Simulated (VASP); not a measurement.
# EuO (Fm-3m) in VASP: single point with PBEsol

Aim: the single point of EuO with PBEsol.

Everything below comes from runs of VASP 6.6.1. Logs are shortened: lines on timing, memory, paths and dates and some standing lists are left out, and cuts for length are marked.

### Step 1. The cell of the first run

Symmetry: Fm-3m, No. 225, cubic system. Conventional cell: a = 5.144 Å, b = 5.144 Å, c = 5.144 Å, α = 90.00°, β = 90.00°, γ = 90.00°. Eu (site symmetry m-3m) has 6 O at 2.57 Å within 3.4 Å. Within 3.4 Å of O (site symmetry m-3m) lie 6 Eu at 2.57 Å.

### Step 2. Single point, PBEsol, collinear spin, ferromagnetic start

INCAR reads:

```
PREC     = Accurate       # precision mode
ENCUT    = 600            # plane-wave cutoff, eV
EDIFF    = 1E-6           # SCF threshold, eV
ISMEAR   = 1              # smearing method
SIGMA    = 0.05           # smearing width, eV
LREAL    = False          # projectors in reciprocal space
LASPH    = True           # aspherical terms in the spheres
NELM     = 200            # most SCF steps
ALGO     = Normal         # electronic algorithm
ISIF     = 2              # what is computed and relaxed
LWAVE    = False          # write WAVECAR
LCHARG   = False          # write CHGCAR
ISPIN    = 2              # spin polarisation
MAGMOM   = 7 0            # initial moments
LORBIT   = 11             # projections on sites
LMAXMIX  = 6              # l up to which the mixer works
GGA      = PS             # functional
NBANDS   = 22             # bands
GGA_COMPAT= False
```

KPOINTS reads:

```
regular mesh
0
Gamma
  7 7 7
```

POSCAR reads:

```
EuO
1.0
    0.0000000000      2.5719500000      2.5719500000
    2.5719500000      0.0000000000      2.5719500000
    2.5719500000      2.5719500000      0.0000000000
Eu O
1 1
Direct
    0.0000000000      0.0000000000      0.0000000000
    0.5000000000      0.5000000000      0.5000000000
```

Potentials or basis: VASP PAW PBE potentials, release 64 (Eu, O).

Started as:

```console
> cat potpaw_PBE.64/Eu/POTCAR potpaw_PBE.64/O/POTCAR > POTCAR
> mpirun -np 1 vasp_std > vasp.out
```

OUTCAR:

```text
PREC = Accurate
   ENCUT = 600
   EDIFF = 1E-6
   ISMEAR = 1
   LREAL = False
   LASPH = True
   NELM = 200
   ISIF = 2
   ISPIN = 2
   LORBIT = 11
   GGA = PS

 ion  position               nearest neighbor table
   1  0.000  0.000  0.000-   2 2.57   2 2.57   2 2.57   2 2.57   2 2.57   2 2.57
   2  0.500  0.500  0.500-   1 2.57   1 2.57   1 2.57   1 2.57   1 2.57   1 2.57

  LATTYP: Found a face centered cubic cell.
 ALAT       =     5.1439000000

  Lattice vectors:

 A1 = (   0.0000000000,   2.5719500000,   2.5719500000)
 A2 = (   2.5719500000,   0.0000000000,   2.5719500000)
 A3 = (   2.5719500000,   2.5719500000,   0.0000000000)

Analysis of symmetry for initial positions (statically):
=====================================================================
 Subroutine PRICEL returns:
 Original cell was already a primitive cell.

 Routine SETGRP: Setting up the symmetry group for a
 face centered cubic supercell.

 Subroutine GETGRP returns: Found 48 space group operations
 (whereof 48 operations were pure point group operations)
 out of a pool of 48 trial point group operations.

The static configuration has the point symmetry O_h .

Analysis of symmetry for dynamics (positions and initial velocities):
=====================================================================
 Subroutine PRICEL returns:
 Original cell was already a primitive cell.

 Routine SETGRP: Setting up the symmetry group for a
 face centered cubic supercell.

 Subroutine GETGRP returns: Found 48 space group operations
 (whereof 48 operations were pure point group operations)
 out of a pool of 48 trial point group operations.

The dynamic configuration has the point symmetry O_h .

Analysis of structural, dynamic, and magnetic symmetry:
=====================================================================
 Subroutine PRICEL returns:
 Original cell was already a primitive cell.

 Routine SETGRP: Setting up the symmetry group for a
 face centered cubic supercell.

 Subroutine GETGRP returns: Found 48 space group operations
 (whereof 48 operations were pure point group operations)
 out of a pool of 48 trial point group operations.

The overall configuration has the point symmetry O_h .

 Subroutine INISYM returns: Found 48 space group operations
 (whereof 48 operations are pure point group operations),
 and found     1 'primitive' translations

----------------------------------------------------------------------------------------
[... 111 lines left out ...]
  Thomas-Fermi vector in A             =   2.555895
   LORBIT       =     11    0 simple, 1 ext, 2 COOP (PROOUT), +10 PAW based schemes
   GGA     = PS    functional components
   LHFCALC =     F    Hartree Fock is set to
   AEXX    =    0.0000 exact exchange contribution
   IVDW    =     0    specifies the selected vdW correction
   LEPSILON=     F    determine dielectric tensor
   LRPA    =     F    only Hartree local field effects (RPA)
 spin polarized calculation
 Methfessel and Paxton  Order N= 1 SIGMA  =   0.05
  energy-cutoff  :      600.00
  volume of cell :       34.03
 maximum number of plane-waves:      1154
 NGX is ok and might be reduce to    30
   NGX = 15   NGY = 15   NGZ = 15

 number of electron      22.9999999 magnetization       6.9650211

 Free energy of the ion-electron system (eV)
  ---------------------------------------------------
  ext. energy  EPLUGINS =         0.00000000
  ---------------------------------------------------
  free energy    TOTEN  =       -22.68032484 eV

  energy without entropy =      -22.68029920  energy(sigma->0) =      -22.68031630

 E-fermi :   4.5079     XC(G=0): -11.1073

 val. band max:        4.4859828629   @ k =   0.2857   0.2857   0.0000
 cond. band min:       4.5137407712   @ k =   0.1429   0.1429   0.0000
 fundamental gap:      0.0277579082
 Fermi energy:         4.5078892558

 spin component 1

 k-point     1 :       0.0000    0.0000    0.0000
  band No.  band energies     occupation
      1     -36.9703      1.00000
      2     -15.3645      1.00000
      3     -15.3645      1.00000
      4     -15.3645      1.00000
      5     -14.1194      1.00000
      6       0.6470      1.00000
[... 489 lines left out ...]
     21      13.0185      0.00000
     22      15.1268      0.00000
 Fermi energy:         4.5078892558

 spin component 2

 k-point     1 :       0.0000    0.0000    0.0000
  band No.  band energies     occupation
      1     -33.9462      1.00000
      2     -14.1988      1.00000
      3     -13.0632      1.00000
      4     -13.0632      1.00000
      5     -13.0632      1.00000
      6       0.7212      1.00000
[... 489 lines left out ...]
     21      14.2213      0.00000
     22      16.5689      0.00000

------------------------ aborting loop because EDIFF is reached ----------------------------------------

  FORCE on cell =-STRESS in cart. coord.  units (eV):
  Direction    XX          YY          ZZ          XY          YZ          ZX
  --------------------------------------------------------------------------------------
  -------------------------------------------------------------------------------------
  Total       -2.0128583     -2.0128583     -2.0128583     -0.0000000     -0.0000000      0.0000000
  in kB      -94.7777125    -94.7777125    -94.7777125     -0.0000000     -0.0000000      0.0000000
  external PRESSURE =     -94.7777125 kB  Pullay stress =       0.0000000 kB

 VOLUME and BASIS-vectors are now :
 -----------------------------------------------------------------------------
  energy-cutoff  :      600.00
  volume of cell :       34.03
      direct lattice vectors                 reciprocal lattice vectors
     0.000000000  2.571950000  2.571950000    -0.194405023  0.194405023  0.194405023
     2.571950000  0.000000000  2.571950000     0.194405023 -0.194405023  0.194405023
     2.571950000  2.571950000  0.000000000     0.194405023  0.194405023 -0.194405023

 POSITION                                       TOTAL-FORCE (eV/Angst)
 -----------------------------------------------------------------------------------
      0.00000      0.00000      0.00000        -0.000000     -0.000000      0.000000
      2.57195      2.57195      2.57195         0.000000      0.000000     -0.000000
 -----------------------------------------------------------------------------------
    total drift:                                0.000000      0.000000      0.000000

  FREE ENERGIE OF THE ION-ELECTRON SYSTEM (eV)
  ---------------------------------------------------
  free  energy   TOTEN  =       -22.6803248436 eV

  energy  without entropy=      -22.6802991984  energy(sigma->0) =      -22.68031630

 total charge

# of ion       s       p       d       f       tot
--------------------------------------------------
    1        2.027   5.730   0.396   6.603  14.756
    2        1.546   3.370   0.000   0.000   4.916
--------------------------------------------------
tot          3.573   9.101   0.396   6.603  19.672

 magnetization (x)

# of ion       s       p       d       f       tot
--------------------------------------------------
    1       -0.009  -0.094   0.143   6.552   6.592
    2       -0.004  -0.096   0.000   0.000  -0.100
--------------------------------------------------
tot         -0.014  -0.190   0.143   6.552   6.491
```

Wall time 1.8 min (1 thread of Intel Xeon Platinum 8175M at 2.50GHz (Skylake/Cascade Lake), shared host); peak memory 0.21 GiB.

What came out:

* Free energy: -22.6803 eV
* Pressure: -9.5 GPa
* Band gap on the k mesh: zero (filled and empty bands overlap)
* Net moment: 6.97 μB per cell
* Site moments: Eu +6.59; O -0.10 μB
* Valence electrons inside the program's atomic spheres: Eu 14.76; O 4.92

Caveat: the PAW data sets were made with another functional, which shifts forces and pressure a little; spin-orbit coupling is left out, which moves the levels of the heavy elements; a cell with one magnetic atom can't hold antiferromagnetic order, which such compounds often take; without U or exact exchange the open f shell lies at the Fermi level, which spoils levels, moments and volumes. The state reached can hang on the start; a lower one may exist.
